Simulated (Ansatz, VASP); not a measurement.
One calculation of In3Sb, two programs

INCAR

```
SYSTEM = In3Sb
PREC = Accurate
ENCUT = 520
EDIFF = 1E-6
ISMEAR = 0
SIGMA = 0.15
LREAL = .False.
LASPH = .True.
NELM = 100
ALGO = Fast
ISIF = 2
LWAVE = .False.
LCHARG = .True.
GGA = PS
IVDW = 12
LELF = .True.
LVHAR = .True.
NBANDS = 30
```

KPOINTS

```
Automatic mesh
0
Gamma
  10 10 10
  0 0 0
```

File POSCAR:

```
In3Sb
1.0
    4.6402381084      0.0000000000      0.0000000000
    0.0000000000      4.2922202503      0.0000000000
    0.0000000000      0.0000000000      4.6402381084
In Sb
3 1
Direct
    0.5000000000      0.5000000000      0.0000000000
    0.5000000000      0.0000000000      0.5000000000
    0.0000000000      0.5000000000      0.5000000000
    0.0000000000      0.0000000000      0.0000000000
```

Input for Ansatz:

```yaml
crystal:
  lattice:
    - [4.6402381084, 0.0, 0.0]
    - [0.0, 4.2922202503, 0.0]
    - [0.0, 0.0, 4.6402381084]
  atoms:
    - { symbol: In, position: [0.5, 0.5, 0.0] }
    - { symbol: In, position: [0.5, 0.0, 0.5] }
    - { symbol: In, position: [0.0, 0.5, 0.5] }
    - { symbol: Sb, position: [0.0, 0.0, 0.0] }
basis:
  ecutwfc: 420
kpoints:
  mp_grid: { grid: [10, 10, 10] }
hamiltonian:
  xc: pbesol
  dispersion: d3bj
scf:
  occupations: { method: gaussian, width: 0.15 }
output:
  forces: true
  stress: true
  eigenvalues: true
```

Change from the starting cell: strain -0.0750 x Voigt [0, 1, 0, 0, 0, 0], atoms carried along.

Alike in both runs: task single point; functional PBEsol; dispersion D3(BJ); k mesh 10 × 10 × 10; occupations gaussian, width 0.15 eV; no spin polarisation.

```csv
,VASP,Ansatz
version,VASP 6.6.1,Ansatz 0.2.0
potentials or method,"VASP PAW PBE potentials, release 64 (In_d, Sb), cutoff 520 eV","scalar-relativistic, plane waves, PAW"
valence electrons in the cell,44,54
```

Ansatz gave:

| Property | Result |
| --- | --- |
| gap on the k mesh at the Fermi level (eV) | none |
| pressure (GPa) | 5.1 |
| traceless stress, the component that is largest in VASP (GPa) | -0.61 |

Problem. Which values does VASP return?

Solution. gap on the k mesh at the Fermi level (eV): none; pressure (GPa): 5.1; traceless stress, the component that is largest in VASP (GPa): -0.62.

VASP's potentials were made for PBE, not for PBEsol. A gap of «none» marks a metal or a gap that the smearing closes. VASP's potentials hold 44 valence electrons a cell and Ansatz's 54, so a difference there can come from the potentials and not from the codes.

Neither program's run includes spin-orbit coupling.
